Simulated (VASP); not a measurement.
# K2H3Au (P1) in VASP: single point with PBEsol

Aim: the single point of K2H3Au with PBEsol.

Everything below comes from runs of VASP 6.6.1. Logs are shortened: lines on timing, memory, paths and dates and some standing lists are left out, and cuts for length are marked.

## (1) The cell of the first run

The typed cell holds 6 atoms: a = 3.766 Å, b = 3.765 Å, c = 8.057 Å, α = 99.51°, β = 80.44°, γ = 90.90°.

## (2) Single point, PBEsol

INCAR reads:

```
ALGO     = Normal         # electronic algorithm
EDIFF    = 1E-6           # SCF threshold, eV
ENCUT    = 520            # plane-wave cutoff, eV
GGA      = PS             # functional
ISIF     = 2              # what is computed and relaxed
ISMEAR   = -1             # smearing method
LASPH    = T              # aspherical terms in the spheres
LCHARG   = F              # write CHGCAR
LREAL    = F              # projectors in reciprocal space
LWAVE    = F              # write WAVECAR
NBANDS   = 25             # bands
NELM     = 80             # most SCF steps
PREC     = Accurate       # precision mode
SIGMA    = 0.05           # smearing width, eV
```

KPOINTS reads:

```
k-points
0
Gamma
  6 6 2
```

POSCAR reads:

```
K2H3Au
1.0
    3.6329793554      0.9471522160      0.2985807970
   -0.9798093143      3.6218084029     -0.3165088690
    0.8488850640     -0.4555436815      7.9987201121
K H Au
2 3 1
Direct
    0.5921382047      0.4098463163      0.2468112341
    0.4070872603      0.5942087195      0.7689654005
    0.8737066002      0.1279177531      0.8926927373
    0.1599943709      0.8421176865      0.1005355551
   -0.0468690888      0.0487387742     -0.0329764369
   -0.0079006336      0.0095235813      0.5230076092
```

Potentials or basis: VASP PAW PBE potentials, release 64 (K_sv, H, Au).

Run with:

```
> cat potpaw_PBE.64/K_sv/POTCAR potpaw_PBE.64/H/POTCAR potpaw_PBE.64/Au/POTCAR > POTCAR
> mpirun -np 1 vasp_std > vasp.out
```

OUTCAR:

```text
EDIFF = 1E-6
   ENCUT = 520
   GGA = PS
   ISIF = 2
   ISMEAR = -1
   LASPH = T
   LREAL = F
   NELM = 80
   PREC = Accurate

 ion  position               nearest neighbor table
   1  0.592  0.410  0.247-   6 3.41   6 3.42   6 3.43   6 3.46
   2  0.407  0.594  0.769-   6 3.27   6 3.27   6 3.30   6 3.31
   3  0.874  0.128  0.893-   5 0.81
   4  0.160  0.842  0.101-
   5  0.953  0.049  0.967-   3 0.81
   6  0.992  0.010  0.523-   2 3.27   2 3.27   2 3.30   2 3.31   1 3.41   1 3.42   1 3.43   1 3.46

  LATTYP: Found a triclinic cell.
 ALAT       =     3.7653287060
 B/A-ratio  =     1.4031890402
 C/A-ratio  =     2.2785776325
 COS(alpha) =     0.0004497485
 COS(beta)  =     0.2906090794
 COS(gamma) =     0.7014164124

  Lattice vectors:

 A1 = (   0.9798093143,  -3.6218084029,   0.3165088690)
 A2 = (  -2.6531700411,  -4.5689606189,   0.0179280720)
 A3 = (   3.7639036057,  -2.2191125054,  -7.3836304461)

Analysis of symmetry for initial positions (statically):
=====================================================================
 Subroutine PRICEL returns:
 Original cell was already a primitive cell.

 Routine SETGRP: Setting up the symmetry group for a
 triclinic supercell.

 Subroutine GETGRP returns: Found  1 space group operations
 (whereof  1 operations were pure point group operations)
 out of a pool of  2 trial point group operations.

The static configuration has the point symmetry C_1 .

Analysis of symmetry for dynamics (positions and initial velocities):
=====================================================================
 Subroutine PRICEL returns:
 Original cell was already a primitive cell.

 Routine SETGRP: Setting up the symmetry group for a
 triclinic supercell.

 Subroutine GETGRP returns: Found  1 space group operations
 (whereof  1 operations were pure point group operations)
 out of a pool of  2 trial point group operations.

The dynamic configuration has the point symmetry C_1 .

 Subroutine INISYM returns: Found  1 space group operations
 (whereof  1 operations are pure point group operations),
 and found     1 'primitive' translations

----------------------------------------------------------------------------------------

                                     Primitive cell
[... 90 lines left out ...]
   PREC   = accura    normal or accurate (medium, high low for compatibility)
   ISTART =      0    job   : 0-new  1-cont  2-samecut
   ICHARG =      2    charge: 1-file 2-atom 10-const
   ISPIN  =      1    spin polarized calculation?
   LNONCOLLINEAR =      F non collinear calculations
   LSORBIT =      F    spin-orbit coupling
   LASPH  =      T    aspherical Exc in radial PAW
   ENCUT  =  520.0 eV  38.22 Ry    6.18 a.u.   7.00  7.00 14.98*2*pi/ulx,y,z
   NELM   =     80;   NELMIN=  2; NELMDL= -5     # of ELM steps
   EDIFF  = 0.1E-05   stopping-criterion for ELM
   LREAL  =      F    real-space projection
[... 7 lines left out ...]
   TEBEG  =    0.0;   TEEND  =   0.0 temperature during run
   PSTRESS=    0.0 pullay stress
   NELECT =      32.0000    total number of electrons
   NUPDOWN=      -1.0000    fix difference up-down
   EMIN   =  10.00;   EMAX   =-10.00  energy-range for DOS
   EFERMI =   0.00;   METHOD = LEGACY
   ISMEAR =    -1;   SIGMA  =   0.05  broadening in eV -4-tet -1-fermi 0-gaus
   EFERMI_NEDOS =   21; number of points for ismear=-14 and -15
   IALGO  =     38    algorithm
   IMIX   =      4    mixing-type and parameters
     AMIX     =   0.40;   BMIX     =  1.00
     AMIX_MAG =   1.60;   BMIX_MAG =  1.00
  volume/ion in A,a.u.               =      18.52       124.96
  Fermi-wavevector in a.u.,A,eV,Ry     =   1.081130  2.043039 15.903061  1.168842
  Thomas-Fermi vector in A             =   2.217139
   LORBIT       =      0    0 simple, 1 ext, 2 COOP (PROOUT), +10 PAW based schemes
   GGA     = PS    functional components
   LHFCALC =     F    Hartree Fock is set to
   AEXX    =    0.0000 exact exchange contribution
   IVDW    =     0    specifies the selected vdW correction
   LEPSILON=     F    determine dielectric tensor
   LRPA    =     F    only Hartree local field effects (RPA)
 non-spin polarized calculation
  energy-cutoff  :      520.00
  volume of cell :      111.11
 maximum number of plane-waves:      3023
   NGX = 13   NGY = 13   NGZ = 29

 number of electron      31.9999996 magnetization

 Free energy of the ion-electron system (eV)
  ---------------------------------------------------
  ext. energy  EPLUGINS =         0.00000000
  ---------------------------------------------------
  free energy    TOTEN  =       -16.34270609 eV

  energy without entropy =      -16.34246917  energy(sigma->0) =      -16.34258763

 E-fermi :   1.5040     XC(G=0):  -8.4477

 val. band max:        1.2941334521   @ k =   0.5000   0.5000   0.5000
 cond. band min:       1.7555857068   @ k =   0.5000   0.0000  -0.0000
 fundamental gap:      0.4614522546
 Fermi energy:         1.5039870523

 k-point     1 :       0.0000    0.0000    0.0000
  band No.  band energies     occupation
      1     -29.3056      2.00000
      2     -28.8556      2.00000
      3     -12.9047      2.00000
      4     -12.7998      2.00000
      5     -12.7940      2.00000
      6     -12.4783      2.00000
[... 661 lines left out ...]
     24       8.2860      0.00000
     25       8.5275      0.00000

 [... further k-points ...]

------------------------ aborting loop because EDIFF is reached ----------------------------------------

  FORCE on cell =-STRESS in cart. coord.  units (eV):
  Direction    XX          YY          ZZ          XY          YZ          ZX
  --------------------------------------------------------------------------------------
  -------------------------------------------------------------------------------------
  Total       -0.0093428     -0.0060806     -0.0147589      0.0017413      0.0005559     -0.0043758
  in kB       -0.1347251     -0.0876838     -0.2128258      0.0251102      0.0080158     -0.0631001
  external PRESSURE =      -0.1450782 kB  Pullay stress =       0.0000000 kB

 VOLUME and BASIS-vectors are now :
 -----------------------------------------------------------------------------
  energy-cutoff  :      520.00
  volume of cell :      111.11
      direct lattice vectors                 reciprocal lattice vectors
     3.632979355  0.947152216  0.298580797     0.259440832  0.068119493 -0.023654290
    -0.979809314  3.621808403 -0.316508869    -0.069410874  0.259261511  0.022131890
     0.848885064 -0.455543682  7.998720112    -0.012431140  0.007716159  0.126778740

 POSITION                                       TOTAL-FORCE (eV/Angst)
 -----------------------------------------------------------------------------------
      1.95917      1.93280      2.02126        -0.000878      0.000478      0.002037
      1.54949      2.18739      6.08422         0.003974     -0.002211     -0.000393
      3.80662      0.88417      7.36078        -0.005558      0.003145     -0.007111
     -0.15852      3.15573      0.58539        -0.001594      0.000883      0.000455
      4.23584      0.63876      8.00411         0.004176     -0.002463      0.006954
      4.03892      0.73591      4.47660        -0.000120      0.000169     -0.001943
 -----------------------------------------------------------------------------------
    total drift:                                0.000077      0.000053     -0.000006

  FREE ENERGIE OF THE ION-ELECTRON SYSTEM (eV)
  ---------------------------------------------------
  free  energy   TOTEN  =       -16.3427060908 eV

  energy  without entropy=      -16.3424691737  energy(sigma->0) =      -16.34258763
```

OSZICAR:

```text
N       E                     dE             d eps       ncg     rms          rms(c)
DAV:   1     0.195377961382E+03    0.19538E+03   -0.14401E+04  2000   0.114E+03
DAV:   2    -0.499373167528E+01   -0.20037E+03   -0.18641E+03  2259   0.306E+02
DAV:   3    -0.169707206847E+02   -0.11977E+02   -0.11879E+02  3291   0.601E+01
DAV:   4    -0.173871352310E+02   -0.41641E+00   -0.41536E+00  2768   0.969E+00
DAV:   5    -0.173987502389E+02   -0.11615E-01   -0.11614E-01  3008   0.121E+00    0.734E+00
DAV:   6    -0.165598156456E+02    0.83893E+00   -0.75742E-01  2525   0.557E+00    0.436E+00
DAV:   7    -0.163355848324E+02    0.22423E+00   -0.61739E-01  2525   0.331E+00    0.202E+00
DAV:   8    -0.163405536070E+02   -0.49688E-02   -0.71448E-02  3064   0.119E+00    0.704E-01
DAV:   9    -0.163421131902E+02   -0.15596E-02   -0.97474E-03  2728   0.468E-01    0.134E-01
DAV:  10    -0.163425570597E+02   -0.44387E-03   -0.78492E-04  2936   0.137E-01    0.506E-02
DAV:  11    -0.163426949913E+02   -0.13793E-03   -0.19123E-04  2440   0.620E-02    0.128E-02
DAV:  12    -0.163427055930E+02   -0.10602E-04   -0.19564E-05  2800   0.225E-02    0.803E-03
DAV:  13    -0.163427060908E+02   -0.49776E-06   -0.32182E-06  2200   0.900E-03
   1 F= -.16342706E+02 E0= -.16342588E+02  d E =-.236917E-03
```

stdout:

```text
POSCAR found type information on POSCAR K H Au
 POSCAR found :  3 types and       6 ions
 scaLAPACK will be used
 -----------------------------------------------------------------------------
|                                                                             |
|                                                                             |
|     You enforced a specific xc type in the INCAR file but a different       |
|     I HOPE YOU KNOW WHAT YOU ARE DOING!                                     |
|                                                                             |
 -----------------------------------------------------------------------------

 LDA part: xc-table for (Slater+PW92), standard interpolation
 POSCAR, INCAR and KPOINTS ok, starting setup
 FFT: planning ... GRIDC
 FFT: planning ... GRID_SOFT
 FFT: planning ... GRID
 WAVECAR not read
 entering main loop
```

Run time: 40 s. Hardware: 1 thread of Intel Xeon 6975P-C (Granite Rapids), shared host; peak memory 0.27 GiB.

What came out:

```yaml
Free_energy: -16.3427 eV
Pressure: 0.0 GPa
Largest_force: 0.010 eV/Å
Band_gap_on_the_k_mesh: 0.46 eV (least direct gap 1.70 eV)
```

Forces in eV/Å, atoms in the order of the input:
```
K   -0.001  0.000  0.002
K    0.004 -0.002  0.000
H   -0.006  0.003 -0.007
H   -0.002  0.001  0.000
H    0.004 -0.002  0.007
Au   0.000  0.000 -0.002
```

Caveat: the PAW data sets were made with another functional, which shifts forces and pressure a little; spin-orbit coupling is left out, which moves the levels of the heavy elements.
